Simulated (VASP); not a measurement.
Set up this calculation in VASP 6.6.1, as the native input.

- Task: single point
- Functional: PBEsol
- Potentials or basis: VASP PAW PBE potentials, release 64 (B, As)
- Cutoff: 520 eV
- k mesh: 12 × 12 × 12
- Occupations: gaussian, width 0.05 eV
- Spin: no spin polarisation
- Dipole correction: no
- Further INCAR settings: ALGO = Normal; EDIFF = 1e-06; NBANDS = 11

The structure of BAs lies in POSCAR:

```
BAs
1.0
    0.0000000000      2.2476645550      2.6971974660
    2.2476645550      0.0000000000      2.6971974660
    2.2476645550      2.2476645550      0.0000000000
B As
1 1
Direct
    0.0000000000      0.0000000000      0.0000000000
    0.7500000000      0.7500000000      0.7500000000
```

This cell differs from its parent crystal: ratio of the length along z to the lengths across it x 1.2, volume and fractional coordinates fixed.

One way to write it, as run:

INCAR

```
  PREC = Accurate
  ENCUT = 520
  EDIFF = 1E-6
  ISMEAR = 0
  SIGMA = 0.05
  LREAL = False
  LASPH = True
  NELM = 80
  ALGO = Normal
  ISIF = 2
  LWAVE = False
  LCHARG = False
  GGA = PS
  NBANDS = 11
```

KPOINTS

```
regular mesh
0
Gamma
  12 12 12
```

Potentials or basis: VASP PAW PBE potentials, release 64 (B, As).

Run with:

```sh
$ cat potpaw_PBE.64/B/POTCAR potpaw_PBE.64/As/POTCAR > POTCAR
$ mpirun -np 1 vasp_std > vasp.out
```

Results of the run:

```yaml
Pressure: 0.1 GPa
Band_gap_on_the_k_mesh: zero (bands 4 and 5 overlap by 0.30 eV)
```

Caveat: semilocal functionals underestimate gaps, so a narrow gap can read as zero; the PAW data sets were made with another functional, which shifts forces and pressure a little.

It took 50 s on 1 thread of Intel Xeon 8259CL, with other jobs on the host, peak memory 0.19 GiB.
